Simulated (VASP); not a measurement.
Input of a VASP 6.6.1 run:

File INCAR:

```
PREC = Accurate
ENCUT = 520
EDIFF = 1E-6
ISMEAR = 0
SIGMA = 0.05
LREAL = Auto
LASPH = T
NELM = 60
ALGO = Normal
ISIF = 2
LWAVE = F
LCHARG = T
LDIPOL = T
IDIPOL = 3
DIPOL = 0.5 0.5 0.286
GGA = PE
IVDW = 12
LELF = T
LVHAR = T
LVACPOTAV = T
NBANDS = 112
LUSENCCL = F
```

Contents of KPOINTS:

```
regular mesh
0
Gamma
  4 4 1
```

File POSCAR:

```
C41O
1.0
    7.2946484380      0.0000000000      0.0000000000
   -3.3317658956      7.8620301879      0.0000000000
    0.0000000000      0.0000000000     23.5809581711
C O
41 1
Direct
    0.2500899670      0.1666966556      0.1696283913
    0.2500899670      0.6666966556      0.1696283913
    0.7500899670      0.1666966556      0.1696283913
    0.7500899670      0.6666966556      0.1696283913
    0.2499100331      0.3333033444      0.1696283913
    0.2499100331      0.8333033444      0.1696283913
    0.7499100330      0.3333033444      0.1696283913
    0.7499100331      0.8333033444      0.1696283913
    0.2500899670      0.4166966557      0.2218942371
    0.2500899670      0.9166966557      0.2218942371
    0.7500899670      0.4166966557      0.2218942371
    0.7500899670      0.9166966557      0.2218942371
    0.2499100331      0.0833033444      0.2218942371
    0.2499100331      0.5833033444      0.2218942371
    0.7499100331      0.0833033444      0.2218942371
    0.7499100331      0.5833033444      0.2218942371
    0.2500106166      0.1676584830      0.2741412246
    0.2500106166      0.6676584830      0.2741412246
    0.7500106166      0.1676584830      0.2741412246
    0.7500106166      0.6676584830      0.2741412246
    0.2499893834      0.3323415170      0.2741412246
    0.2499893834      0.8323415170      0.2741412246
    0.7499893834      0.3323415170      0.2741412246
    0.7499893834      0.8323415170      0.2741412246
    0.2500643137      0.4183240206      0.3266192408
    0.2500643137      0.9183240206      0.3266192408
    0.7500643137      0.4183240206      0.3266192408
    0.7500643137      0.9183240206      0.3266192408
    0.2499356863      0.0816759794      0.3266192408
    0.2499356863      0.5816759794      0.3266192408
    0.7499356863      0.0816759794      0.3266192408
    0.7499356863      0.5816759794      0.3266192408
    0.2498811848      0.1772167637      0.3744953071
    0.2498811848      0.6772167637      0.3744953071
    0.7498811848      0.1772167637      0.3744953071
    0.7498811848      0.6772167637      0.3744953071
    0.2501188152      0.3227832363      0.3744953071
    0.2501188152      0.8227832363      0.3744953071
    0.7501188152      0.3227832363      0.3744953071
    0.7501188152      0.8227832363      0.3744953071
    0.2498811848      0.4272167637      0.5632068924
    0.2498811848      0.4272167637      0.5144387299
```

Potentials or basis: VASP PAW PBE potentials, release 64 (C, O).

The run is started by

```console
$ cat potpaw_PBE.64/C/POTCAR potpaw_PBE.64/O/POTCAR > POTCAR
$ mpirun -np 1 vasp_std > vasp.out
```

(1) Predict the band gap on the k mesh.

(2) Predict the dispersion energy per atom.

(3) Predict the largest force.

## Answers

(1) 0.01 eV (least direct gap 0.03 eV).

(2) -0.113 eV.

(3) 6.694 eV/Å.
